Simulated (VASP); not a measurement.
Write the native input for VASP 6.6.1 that does the following.

| Quantity | Value |
| --- | --- |
| Task | single point |
| Functional | PBE |
| Potentials or basis | VASP PAW PBE potentials, release 64 (K_sv, Pt) |
| Cutoff | 520 eV |
| k mesh | 11 × 11 × 6 |
| Occupations | fermi-dirac, width 0.1 eV |
| Spin | no spin polarisation |
| Dipole correction | no |
| Further INCAR settings | ALGO = Normal; EDIFF = 1e-06; NBANDS = 16 |

The structure of KPt lies in POSCAR:

```
KPt
1.0
    2.9807064804      0.0000000000      0.0000000000
   -1.4903537368      2.5813677966      0.0000000000
    0.0000000000      0.0000000000      5.3097005566
K Pt
1 1
Direct
    0.3333333333      0.6666666667      0.5000000000
    0.0000000000      0.0000000000      0.0000000000
```

One way to write it, as run:

INCAR

```
SYSTEM = KPt
PREC = Accurate
ENCUT = 520
EDIFF = 1E-6
ISMEAR = -1
SIGMA = 0.1
LREAL = .FALSE.
LASPH = .TRUE.
NELM = 100
ALGO = Normal
ISIF = 2
LWAVE = .FALSE.
LCHARG = .FALSE.
GGA = PE
NBANDS = 16
```

KPOINTS

```
Automatic mesh
0
G
  11 11 6
  0 0 0
```

Potentials or basis: VASP PAW PBE potentials, release 64 (K_sv, Pt).

Launch:

```bash
$ cat potpaw_PBE.64/K_sv/POTCAR potpaw_PBE.64/Pt/POTCAR > POTCAR
$ mpirun -np 1 vasp_std > vasp.out
```

It gave:

- Pressure: 1.8 GPa

It took 17 s on 1 thread of Intel(R) Xeon(R) Platinum 8488C (Sapphire Rapids) (shared host), peak memory 0.18 GiB.
